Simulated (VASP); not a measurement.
Wanted: the native input for a VASP 6.6.1 run.

| Property | Result |
| --- | --- |
| Task | single point |
| Functional | PBE |
| Potentials or basis | VASP PAW PBE potentials, release 64 (Sn_d, O) |
| Cutoff | 520 eV |
| k mesh | 7 × 7 × 5 |
| Occupations | gaussian, width 0.02 eV |
| Spin | no spin polarisation |
| Dipole correction | no |
| Further INCAR settings | ALGO = Normal; EDIFF = 1e-06; NBANDS = 28 |

The structure of SnO lies in POSCAR:

```
SnO
1.0
    3.8136952200      0.0000000000      0.0000000000
    0.0000000000      3.8136952200      0.0000000000
    0.0000000000      0.0000000000      4.8869133000
Sn O
2 2
Direct
    0.5000000000      0.0000000000      0.7646261400
    0.0000000000      0.5000000000      0.2333275786
    0.0000000000      0.0000000000      0.0000000000
    0.5000000000      0.5000000000      0.0000000000
```

These files were run (other wordings do the same):

INCAR

```
SYSTEM = SnO
PREC = Accurate
ENCUT = 520
EDIFF = 1E-6
ISMEAR = 0
SIGMA = 0.02
LREAL = .False.
LASPH = .True.
NELM = 100
ALGO = Normal
ISIF = 2
LWAVE = .False.
LCHARG = .True.
GGA = PE
LELF = .True.
LVHAR = .True.
NBANDS = 28
```

KPOINTS

```
Automatic mesh
0
Gamma
  7 7 5
  0 0 0
```

Potentials or basis: VASP PAW PBE potentials, release 64 (Sn_d, O).

Run with:

```bash
$ cat potpaw_PBE.64/Sn_d/POTCAR potpaw_PBE.64/O/POTCAR > POTCAR
$ mpirun -np 1 vasp_std > vasp.out
```

It gave:

| Quantity | Value |
| --- | --- |
| Pressure | 4.2 GPa |
| Largest force | 0.590 eV/Å |
| Band gap on the k mesh | 0.42 eV, indirect (least direct gap 2.04 eV) |

Caveat: spin-orbit coupling is left out, which moves the levels of the heavy elements.

Run time: 52 s on 1 thread of Intel(R) Xeon(R) Platinum 8259CL CPU @ 2.50GHz (Skylake/Cascade Lake), with other jobs on the host, peak memory 0.19 GiB.
